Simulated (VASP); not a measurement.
Mg:

```
Mg
1.0
     2.73195   -1.60160   -0.07083
     2.73195    1.60160   -0.07083
    -1.91318    0.00000    5.28729
Mg
2
Direct
  0.74999 0.25001 0.75000
  0.25001 0.74999 0.25000
```

This cell differs from its parent crystal: atoms taken out.

```yaml
Program: VASP 6.6.1
Task: relaxation of cell and atoms
Functional: PBE
Potentials_or_basis: VASP PAW PBE potentials, release 64 (Mg)
Cutoff: 600 eV
k_mesh: 14 × 14 × 8
Occupations: gaussian, width 0.1 eV
Spin: no spin polarisation
```

At the start: pressure 0.3 GPa; volume 22.92 Å³/atom.

Question: How do energy, volume and symmetry change on relaxing?

Answer: Over 5 steps the energy falls by 2.6 meV/atom and the volume is 23.09 Å³/atom (+0.8 %); space group R-3m (No. 166, to 0.1 Å) before, Fm-3m (No. 225, to 0.1 Å).

Step by step:
```csv
step,energy change (eV),largest force (eV/Å),pressure (GPa),volume (Å³)
1,0.0000,0.0000,0.27,45.84
2,-0.0036,0.0000,0.05,46.08
3,-0.0049,0.0000,-0.16,46.35
4,-0.0049,0.0000,-0.17,46.36
5,-0.0052,0.0000,-0.04,46.18
```

Final structure:
```xyz
2
Lattice="2.7685 -1.5954 -0.0338 2.7685 1.5954 -0.0338 -1.8682 0.0000 5.2505" Properties=species:S:1:pos:R:3 pbc="T T T"
Mg    1.3674   -0.7977    3.9041
Mg    2.3015    0.7977    1.2788
```

Caveat: the cell differs from its parent crystal (atoms taken out).
